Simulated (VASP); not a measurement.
# BaTa3O2 (P6/mmm) in VASP: further runs

The runs below take BaTa3O2 through single point, with PBE.

Everything below comes from runs of VASP 6.6.1. Logs are shortened: lines on timing, memory, paths and dates and some standing lists are left out, and cuts for length are marked.

## 1. The cell of the first run

Symmetry: P6/mmm, No. 191, hexagonal system. The conventional cell has a = 6.890 Å, b = 6.890 Å, c = 2.959 Å, α = 90.00°, β = 90.00°, γ = 120.00°. Ba (site symmetry 6/mmm) has 2 Ba at 2.96 Å and 12 Ta at 3.75 Å within 3.9 Å. Within 2.6 Å of Ta (site symmetry mmm) lie 2 O at 1.99 Å. O (site symmetry -6m2) has 3 Ta at 1.99 Å within 2.6 Å.

The cell was built from a structure type or drawn by symmetry, and may not be a known phase.

## 2. Single point, PBE

INCAR reads:

```
PREC = Accurate
ENCUT = 520
EDIFF = 1E-6
ISMEAR = 0
SIGMA = 0.1
LREAL = F
LASPH = T
NELM = 100
ALGO = Normal
ISIF = 2
LWAVE = F
LCHARG = F
GGA = PE
NBANDS = 36
```

KPOINTS reads:

```
Automatic mesh
0
Gamma
  3 3 6
```

POSCAR reads:

```
BaTa3O2
1.0
    6.8900377334      0.0000000000      0.0000000000
   -3.4450188667      5.9669477102      0.0000000000
    0.0000000000      0.0000000000      2.9594743933
Ba Ta O
1 3 2
Direct
    0.0000000000      0.0000000000      0.5000000000
    0.5000000000      0.0000000000      0.0000000000
    0.0000000000      0.5000000000      0.0000000000
    0.5000000000      0.5000000000      0.0000000000
    0.3333333333      0.6666666667      0.0000000000
    0.6666666667      0.3333333333      0.0000000000
```

Potentials or basis: VASP PAW PBE potentials, release 64 (Ba_sv, Ta_pv, O).

On the command line:

```sh
cat potpaw_PBE.64/Ba_sv/POTCAR potpaw_PBE.64/Ta_pv/POTCAR potpaw_PBE.64/O/POTCAR > POTCAR
mpirun -np 1 vasp_std > vasp.out
```

OUTCAR:

```text
PREC = Accurate
   ENCUT = 520
   EDIFF = 1E-6
   ISMEAR = 0
   LREAL = F
   LASPH = T
   NELM = 100
   ISIF = 2
   GGA = PE

 ion  position               nearest neighbor table
   1  0.000  0.000  0.500-   2 3.75   2 3.75   2 3.75   2 3.75   3 3.75   4 3.75   3 3.75   3 3.75
                             4 3.75   3 3.75   4 3.75   4 3.75
   2  0.500  0.000  0.000-   5 1.99   6 1.99   3 3.45   4 3.45   4 3.45   3 3.45   1 3.75   1 3.75
                             1 3.75   1 3.75
   3  0.000  0.500  0.000-   5 1.99   6 1.99   4 3.45   4 3.45   2 3.45   2 3.45   1 3.75   1 3.75
                             1 3.75   1 3.75
   4  0.500  0.500  0.000-   5 1.99   6 1.99   3 3.45   3 3.45   2 3.45   2 3.45   1 3.75   1 3.75
                             1 3.75   1 3.75
   5  0.333  0.667  0.000-   3 1.99   2 1.99   4 1.99
   6  0.667  0.333  0.000-   3 1.99   2 1.99   4 1.99

  LATTYP: Found a hexagonal cell.
 ALAT       =     6.8900377334
 C/A-ratio  =     0.4295294899

  Lattice vectors:

 A1 = (   6.8900377334,   0.0000000000,   0.0000000000)
 A2 = (  -3.4450188667,   5.9669477102,   0.0000000000)
 A3 = (   0.0000000000,   0.0000000000,   2.9594743933)

Analysis of symmetry for initial positions (statically):
=====================================================================
 Subroutine PRICEL returns:
 Original cell was already a primitive cell.

 Routine SETGRP: Setting up the symmetry group for a
 hexagonal supercell.

 Subroutine GETGRP returns: Found 24 space group operations
 (whereof 24 operations were pure point group operations)
 out of a pool of 24 trial point group operations.

The static configuration has the point symmetry D_6h.

Analysis of symmetry for dynamics (positions and initial velocities):
=====================================================================
 Subroutine PRICEL returns:
 Original cell was already a primitive cell.

 Routine SETGRP: Setting up the symmetry group for a
 hexagonal supercell.

 Subroutine GETGRP returns: Found 24 space group operations
 (whereof 24 operations were pure point group operations)
 out of a pool of 24 trial point group operations.

The dynamic configuration has the point symmetry D_6h.

 Subroutine INISYM returns: Found 24 space group operations
 (whereof 24 operations are pure point group operations),
 and found     1 'primitive' translations

----------------------------------------------------------------------------------------

                                     Primitive cell

  volume of cell :     121.6714

  direct lattice vectors                    reciprocal lattice vectors
     6.890037733  0.000000000  0.000000000     0.145137086  0.083794936  0.000000000
    -3.445018867  5.966947710  0.000000000     0.000000000  0.167589872  0.000000000
     0.000000000  0.000000000  2.959474393     0.000000000  0.000000000  0.337897838

  length of vectors
     6.890037733  6.890037733  2.959474393     0.167589872  0.167589872  0.337897838

  position of ions in fractional coordinates (direct lattice)
     0.000000000  0.000000000  0.500000000
     0.500000000  0.000000000  0.000000000
     0.000000000  0.500000000  0.000000000
     0.500000000  0.500000000  0.000000000
     0.333333333  0.666666667  0.000000000
     0.666666667  0.333333333  0.000000000

  ion indices of the primitive-cell ions
   primitive index   ion index
                 1           1
                 2           2
                 3           3
                 4           4
                 5           5
                 6           6

----------------------------------------------------------------------------------------

 KPOINTS: Automatic mesh

Automatic generation of k-mesh.
 Grid dimensions read from file:
 generate k-points for:    3    3    6

 Generating k-lattice:

  Cartesian coordinates                     Fractional coordinates (reciprocal lattice)
     0.048379029  0.027931645  0.000000000     0.333333333  0.000000000  0.000000000
     0.000000000  0.055863291  0.000000000     0.000000000  0.333333333  0.000000000
     0.000000000  0.000000000  0.056316306     0.000000000  0.000000000  0.166666667

  Length of vectors
     0.055863291  0.055863291  0.056316306

  Shift w.r.t. Gamma in fractional coordinates (k-lattice)
     0.000000000  0.000000000  0.000000000

 Subroutine IBZKPT returns following result:
 ===========================================

 Found     12 irreducible k-points:

 Following reciprocal coordinates:
            Coordinates               Weight
  0.000000  0.000000  0.000000      1.000000
  0.333333  0.000000  0.000000      6.000000
  0.333333  0.333333  0.000000      2.000000
  0.000000  0.000000  0.166667      2.000000
  0.333333  0.000000  0.166667     12.000000
  0.333333  0.333333  0.166667      4.000000
  0.000000  0.000000  0.333333      2.000000
  0.333333  0.000000  0.333333     12.000000
  0.333333  0.333333  0.333333      4.000000
  0.000000  0.000000  0.500000      1.000000
  0.333333  0.000000  0.500000      6.000000
  0.333333  0.333333  0.500000      2.000000
   k-points           NKPTS =     12   k-points in BZ     NKDIM =     12   number of bands    NBANDS=     36
   number of dos      NEDOS =    301   number of ions     NIONS =      6
   total plane-waves  NPLWV =  69984
   dimension x,y,z NGX =    54 NGY =   54 NGZ =   24
   dimension x,y,z NGXF=   108 NGYF=  108 NGZF=   48
   ions per type =               1   3   2
   NGX,Y,Z   is equivalent  to a cutoff of  13.03, 13.03, 13.48 a.u.
   NGXF,Y,Z  is equivalent  to a cutoff of  26.06, 26.06, 26.96 a.u.
 SYSTEM =  unknown system
   PREC   = accura    normal or accurate (medium, high low for compatibility)
   ISTART =      0    job   : 0-new  1-cont  2-samecut
   ICHARG =      2    charge: 1-file 2-atom 10-const
   ISPIN  =      1    spin polarized calculation?
   LNONCOLLINEAR =      F non collinear calculations
   LSORBIT =      F    spin-orbit coupling
   LASPH  =      T    aspherical Exc in radial PAW
   ENCUT  =  520.0 eV  38.22 Ry    6.18 a.u.  12.81 12.81  5.50*2*pi/ulx,y,z
   NELM   =    100;   NELMIN=  2; NELMDL= -5     # of ELM steps
   EDIFF  = 0.1E-05   stopping-criterion for ELM
   LREAL  =      F    real-space projection
   EDIFFG = 0.1E-04   stopping-criterion for IOM
   NSW    =      0    number of steps for IOM
   IBRION =     -1    ionic relax: 0-MD 1-quasi-New 2-CG
   NFREE  =      0    steps in history (QN), initial steepest desc. (CG)
   ISIF   =      2    stress and relaxation
   ISYM   =      2    0-nonsym 1-usesym 2-fastsym
   POTIM  = 0.5000    time-step for ionic-motion
   TEBEG  =    0.0;   TEEND  =   0.0 temperature during run
   PSTRESS=    0.0 pullay stress
   NELECT =      55.0000    total number of electrons
   NUPDOWN=      -1.0000    fix difference up-down
   EMIN   =  10.00;   EMAX   =-10.00  energy-range for DOS
   EFERMI =   0.00;   METHOD = LEGACY
   ISMEAR =     0;   SIGMA  =   0.10  broadening in eV -4-tet -1-fermi 0-gaus
   EFERMI_NEDOS =   21; number of points for ismear=-14 and -15
   IALGO  =     38    algorithm
   IMIX   =      4    mixing-type and parameters
     AMIX     =   0.40;   BMIX     =  1.00
     AMIX_MAG =   1.60;   BMIX_MAG =  1.00
  volume/ion in A,a.u.               =      20.28       136.85
  Fermi-wavevector in a.u.,A,eV,Ry     =   1.256414  2.374279 21.477848  1.578577
  Thomas-Fermi vector in A             =   2.390124
   LORBIT       =      0    0 simple, 1 ext, 2 COOP (PROOUT), +10 PAW based schemes
   GGA     = PE    functional components
   LHFCALC =     F    Hartree Fock is set to
   AEXX    =    0.0000 exact exchange contribution
   IVDW    =     0    specifies the selected vdW correction
   LEPSILON=     F    determine dielectric tensor
   LRPA    =     F    only Hartree local field effects (RPA)
 non-spin polarized calculation
 Gauss-broadening in eV      SIGMA  =   0.10
  energy-cutoff  :      520.00
  volume of cell :      121.67
 maximum number of plane-waves:      3309
 NGX is ok and might be reduce to    54
   NGX = 25   NGY = 25   NGZ = 11

 number of electron      55.0000003 magnetization

 Free energy of the ion-electron system (eV)
  ---------------------------------------------------
  ext. energy  EPLUGINS =         0.00000000
  ---------------------------------------------------
  free energy    TOTEN  =       -50.26108154 eV

  energy without entropy =      -50.24292062  energy(sigma->0) =      -50.25200108

 E-fermi :   4.2619     XC(G=0): -10.6495

 val. band max:        4.1868082122   @ k =   0.3333   0.3333   0.3333
 cond. band min:       4.3142819456   @ k =   0.3333   0.3333   0.0000
 fundamental gap:      0.1274737333
 Fermi energy:         4.2618916517

 k-point     1 :       0.0000    0.0000    0.0000
  band No.  band energies     occupation
      1     -31.6763      2.00000
      2     -31.2905      2.00000
      3     -31.2905      2.00000
      4     -30.7360      2.00000
      5     -30.7360      2.00000
      6     -30.6777      2.00000
[... 28 lines left out ...]
     35       6.8774      0.00000
     36       7.1464      0.00000

 k-point     2 :       0.3333    0.0000    0.0000
  band No.  band energies     occupation
      1     -31.5974      2.00000
      2     -31.3731      2.00000
      3     -31.2875      2.00000
      4     -30.7403      2.00000
      5     -30.7265      2.00000
      6     -30.6908      2.00000
[... 28 lines left out ...]
     35       7.0097      0.00000
     36       7.2005      0.00000

 k-point     3 :       0.3333    0.3333    0.0000
  band No.  band energies     occupation
      1     -31.4869      2.00000
      2     -31.4869      2.00000
      3     -31.2847      2.00000
      4     -30.7431      2.00000
      5     -30.7091      2.00000
      6     -30.7091      2.00000
[... 28 lines left out ...]
     35       7.0297      0.00000
     36       7.0642      0.00000
[... 274 lines left out ...]
 k-point    11 :       0.3333    0.0000    0.5000
  band No.  band energies     occupation
      1     -31.5300      2.00000
      2     -31.3145      2.00000
      3     -31.2325      2.00000
      4     -31.0580      2.00000
      5     -31.0427      2.00000
      6     -31.0372      2.00000
[... 28 lines left out ...]
     35       6.8962      0.00000
     36       7.1923      0.00000

 k-point    12 :       0.3333    0.3333    0.5000
  band No.  band energies     occupation
      1     -31.4238      2.00000
      2     -31.4238      2.00000
      3     -31.2299      2.00000
      4     -31.0504      2.00000
      5     -31.0504      2.00000
      6     -31.0372      2.00000
[... 28 lines left out ...]
     35       6.9691      0.00000
     36       7.5930      0.00000

------------------------ aborting loop because EDIFF is reached ----------------------------------------

  FORCE on cell =-STRESS in cart. coord.  units (eV):
  Direction    XX          YY          ZZ          XY          YZ          ZX
  --------------------------------------------------------------------------------------
  -------------------------------------------------------------------------------------
  Total        0.2350706      0.2350706      0.4876642      0.0000000     -0.0000000      0.0000000
  in kB        3.0954260      3.0954260      6.4215971      0.0000000     -0.0000000      0.0000000
  external PRESSURE =       4.2041497 kB  Pullay stress =       0.0000000 kB

 VOLUME and BASIS-vectors are now :
 -----------------------------------------------------------------------------
  energy-cutoff  :      520.00
  volume of cell :      121.67
      direct lattice vectors                 reciprocal lattice vectors
     6.890037733  0.000000000  0.000000000     0.145137086  0.083794936  0.000000000
    -3.445018867  5.966947710  0.000000000     0.000000000  0.167589872  0.000000000
     0.000000000  0.000000000  2.959474393     0.000000000  0.000000000  0.337897838

 POSITION                                       TOTAL-FORCE (eV/Angst)
 -----------------------------------------------------------------------------------
      0.00000      0.00000      1.47974         0.000000      0.000000      0.000000
      3.44502      0.00000      0.00000         0.000000      0.000000      0.000000
     -1.72251      2.98347      0.00000         0.000000      0.000000      0.000000
      1.72251      2.98347      0.00000         0.000000      0.000000      0.000000
     -0.00000      3.97797      0.00000         0.000000      0.000000      0.000000
      3.44502      1.98898      0.00000        -0.000000      0.000000      0.000000
 -----------------------------------------------------------------------------------
    total drift:                                0.000000      0.000000     -0.000000

  FREE ENERGIE OF THE ION-ELECTRON SYSTEM (eV)
  ---------------------------------------------------
  free  energy   TOTEN  =       -50.2610815373 eV

  energy  without entropy=      -50.2429206249  energy(sigma->0) =      -50.25200108
```

Run time: 2.3 min. Hardware: 1 thread of Intel Xeon 8259CL, shared host; peak memory 0.27 GiB.

Results:

```yaml
Free_energy: -50.2611 eV
Pressure: 0.4 GPa
Band_gap_on_the_k_mesh: zero (an odd number of electrons rules out a gap without spin polarisation)
```

Stress tensor (GPa, compression positive):
```
0.31 0.00 0.00
0.00 0.31 0.00
0.00 0.00 0.64
```

Levels at points of the mesh, in eV from the Fermi level:
| k point | band 25 | band 26 | band 27 | band 28 | band 29 | band 30 |
| --- | --- | --- | --- | --- | --- | --- |
| (0.00, 0.00, 0.00) | -1.94 | -1.30 | -1.30 | 1.45 | 1.60 | 1.60 |
| (0.00, 0.00, 0.50) | -0.28 | -0.28 | -0.21 | -0.11 | -0.11 | -0.08 |

Caveat: spin-orbit coupling is left out, which moves the levels of the heavy elements; an odd number of electrons without spin polarisation forces a metal; a magnetic or distorted state may lie lower.

## 3. Single point, PBE

This run uses another cell than the first one, of 20.98 Å³/atom.

INCAR, as its differences from that of step 2:

```diff
@@ -11,4 +11,6 @@
 LWAVE = F
-LCHARG = F
+LCHARG = T
 GGA = PE
+LELF = T
+LVHAR = T
 NBANDS = 36
```

KPOINTS reads:

```
regular mesh
0
Gamma
  6 6 4
```

POSCAR, as its differences from that of step 2:

```diff
@@ -2,5 +2,5 @@
 1.0
-    6.8900377334      0.0000000000      0.0000000000
-   -3.4450188667      5.9669477102      0.0000000000
-    0.0000000000      0.0000000000      2.9594743933
+    6.8403695656      0.0000000000      0.0000000000
+   -3.4201847828      5.9239338151      0.0000000000
+    0.0000000000      0.0000000000      3.1068247572
 Ba Ta O
```

Potentials or basis: VASP PAW PBE potentials, release 64 (Ba_sv, Ta_pv, O).

On the command line:

```sh
cat potpaw_PBE.64/Ba_sv/POTCAR potpaw_PBE.64/Ta_pv/POTCAR potpaw_PBE.64/O/POTCAR > POTCAR
mpirun -np 1 vasp_std > vasp.out
```

Wall time 3.5 min (1 thread of Intel Xeon 8259CL, shared host); peak memory 0.3 GiB.

The run converged. Its results:

- Free energy: -49.9363 eV
- Pressure: 0.7 GPa
- Band gap on the k mesh: zero (an odd number of electrons rules out a gap without spin polarisation)

Stress tensor (GPa, compression positive):
```
0.81 0.00 0.00
0.00 0.81 0.00
0.00 0.00 0.60
```

Levels at points of the mesh, in eV from the Fermi level:
```csv
k point,band 24,band 25,band 26,band 27,band 28,band 29,band 30,band 31
"(0.00, 0.00, 0.00)",-3.16,-1.79,-1.08,-1.08,1.32,1.62,1.62,1.69
"(0.50, 0.00, 0.00)",-2.79,-1.30,-0.84,-0.35,0.17,0.20,0.54,1.19
"(0.00, 0.00, 0.50)",-1.25,-0.51,-0.51,-0.09,-0.09,0.16,0.32,0.32
"(0.50, 0.00, 0.50)",-1.30,-1.19,-0.94,-0.18,0.18,0.58,1.08,1.58
```

Caveat: the k points lie up to 0.51 Å⁻¹ apart, too coarse for converged energies and pressures of a metal; spin-orbit coupling is left out, which moves the levels of the heavy elements; an odd number of electrons without spin polarisation forces a metal; a magnetic or distorted state may lie lower.

## 4. Single point, PBE

This run uses another cell than the first one, of 21.20 Å³/atom.

INCAR reads:

```
ALGO     = Normal         # electronic algorithm
EDIFF    = 1E-7           # SCF threshold, eV
ENCUT    = 520            # plane-wave cutoff, eV
GGA      = PE             # functional
ISIF     = 2              # what is computed and relaxed
ISMEAR   = 0              # smearing method
LASPH    = True           # aspherical terms in the spheres
LCHARG   = False          # write CHGCAR
LREAL    = False          # projectors in reciprocal space
LWAVE    = False          # write WAVECAR
NBANDS   = 36             # bands
NELM     = 60             # most SCF steps
PREC     = Accurate       # precision mode
SIGMA    = 0.1            # smearing width, eV
```

KPOINTS reads:

```
k-points
0
Gamma
  6 6 4
```

POSCAR reads:

```
BaTa3O2
1.0
    5.2257233400      0.0000000000      0.0000000000
   -2.6128616700      4.5256091700      0.0000000000
    0.0000000000      0.0000000000      5.3795061500
Ba Ta O
1 3 2
Direct
    0.0000000000      0.0000000000      0.5000000000
    0.5000000000      0.0000000000      0.0000000000
    0.0000000000      0.5000000000      0.0000000000
    0.5000000000      0.5000000000      0.0000000000
    0.3333333300      0.6666666700      0.0000000000
    0.6666666700      0.3333333300      0.0000000000
```

On the command line:

```sh
cat potpaw_PBE.64/Ba_sv/POTCAR potpaw_PBE.64/Ta_pv/POTCAR potpaw_PBE.64/O/POTCAR > POTCAR
mpirun -np 1 vasp_std > vasp.out
```

It took 2.5 min on 1 thread of Intel Xeon 8259CL, shared host; peak memory 0.29 GiB.

It converged, with:

| Property | Result |
| --- | --- |
| Free energy | -10.1464 eV |
| Pressure | 157.8 GPa |
| Band gap on the k mesh | zero (an odd number of electrons rules out a gap without spin polarisation) |

Stress tensor (GPa, compression positive):
```
236.38   0.00   0.00
  0.00 236.38   0.00
  0.00   0.00   0.72
```

Levels at points of the mesh, in eV from the Fermi level:
| k point | band 24 | band 25 | band 26 | band 27 | band 28 | band 29 | band 30 | band 31 |
| --- | --- | --- | --- | --- | --- | --- | --- | --- |
| (0.00, 0.00, 0.00) | -2.25 | -2.25 | -2.22 | -2.22 | 0.44 | 0.44 | 2.57 | 2.71 |
| (0.50, 0.00, 0.00) | -1.11 | -1.04 | -0.86 | -0.81 | -0.71 | 0.12 | 1.16 | 1.26 |
| (0.00, 0.00, 0.50) | -2.04 | -1.79 | -1.73 | -1.73 | -1.40 | 1.49 | 1.49 | 1.76 |
| (0.50, 0.00, 0.50) | -1.83 | -1.32 | -0.43 | -0.10 | 0.05 | 0.07 | 0.36 | 0.90 |

Caveat: atoms lie so close that the PAW spheres overlap strongly, which falsifies energies and pressures; the cell stands under pressure; spin-orbit coupling is left out, which moves the levels of the heavy elements; an odd number of electrons without spin polarisation forces a metal; a magnetic or distorted state may lie lower.

## 5. Overview

| cell | k mesh | gap on the mesh (eV) | pressure (GPa) |
| --- | --- | --- | --- |
| a = 6.890, b = 6.890, c = 2.959 Å, angles 90.0, 90.0, 120.0°, 6 atoms | 3 × 3 × 6 | none | 0.4 |
| a = 6.840, b = 6.840, c = 3.107 Å, angles 90.0, 90.0, 120.0°, 6 atoms | 6 × 6 × 4 | none | 0.7 |
| a = 5.226, b = 5.226, c = 5.380 Å, angles 90.0, 90.0, 120.0°, 6 atoms | 6 × 6 × 4 | none | 157.8 |

Alike in all rows: task single point; level PBE; potentials or basis VASP PAW PBE potentials, release 64 (Ba_sv, Ta_pv, O); no spin polarisation; cutoff (eV) 520; smearing gaussian 0.1 eV.

Caveats: some runs use coarse meshes; spin-orbit coupling is left out, which moves the levels of the heavy elements; an odd number of electrons without spin polarisation forces a metal; a magnetic or distorted state may lie lower; atoms lie so close that the PAW spheres overlap strongly, which falsifies energies and pressures (at least some runs); the cell stands under pressure (at least some runs).

Absolute energies hang on the potentials; compare differences alone.
